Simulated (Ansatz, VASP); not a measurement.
As in VASP and in Ansatz

Contents of INCAR:

```
PREC = Accurate
ENCUT = 520
EDIFF = 1E-6
ISMEAR = -1
SIGMA = 0.08
LREAL = False
LASPH = True
NELM = 80
ALGO = Normal
ISIF = 2
LWAVE = False
LCHARG = False
GGA = PS
NBANDS = 12
```

Contents of KPOINTS:

```
Automatic mesh
0
Gamma
  11 11 11
```

Contents of POSCAR:

```
As
1.0
    0.0000000000      2.8318043723      2.8318043723
    2.8318043723      0.0000000000      2.8318043723
    2.8318043723      2.8318043723      0.0000000000
As
2
Direct
   -0.1250000000     -0.1250000000     -0.1250000000
    0.1250000000      0.1250000000      0.1250000000
```

Input for Ansatz:

```yaml
crystal:
  lattice:
    - [0.0, 2.8318043723, 2.8318043723]
    - [2.8318043723, 0.0, 2.8318043723]
    - [2.8318043723, 2.8318043723, 0.0]
  atoms:
    - { symbol: As, position: [-0.125, -0.125, -0.125] }
    - { symbol: As, position: [0.125, 0.125, 0.125] }
kpoints:
  mp_grid: { grid: [11, 11, 11] }
scf:
  occupations: { method: fermi_dirac, width: 0.08 }
hamiltonian:
  xc: pbesol
  pseudopotentials: { kind: all_electron, lapw: { basis_error: 0.001 } }
output:
  forces: true
  stress: true
  eigenvalues: true
  populations: true
```

Change from the starting cell: volume scaled by 0.84, LAPW.

Alike in both runs: task single point; functional PBEsol; k mesh 11 × 11 × 11; occupations fermi-dirac, width 0.08 eV; no spin polarisation.

|  | VASP | Ansatz |
| --- | --- | --- |
| version | VASP 6.6.1 | Ansatz 0.2.0 |
| potentials or method | VASP PAW PBE potentials, release 64 (As), cutoff 520 eV | all-electron LAPW, scalar-relativistic |

VASP gave:

| Item | Value |
| --- | --- |
| pressure (GPa) | 13.1 |

Estimate Ansatz's values.

pressure (GPa): 12.6.

VASP's potentials were made for PBE, not for PBEsol. Ansatz ran all-electron here, and VASP with PAW potentials.
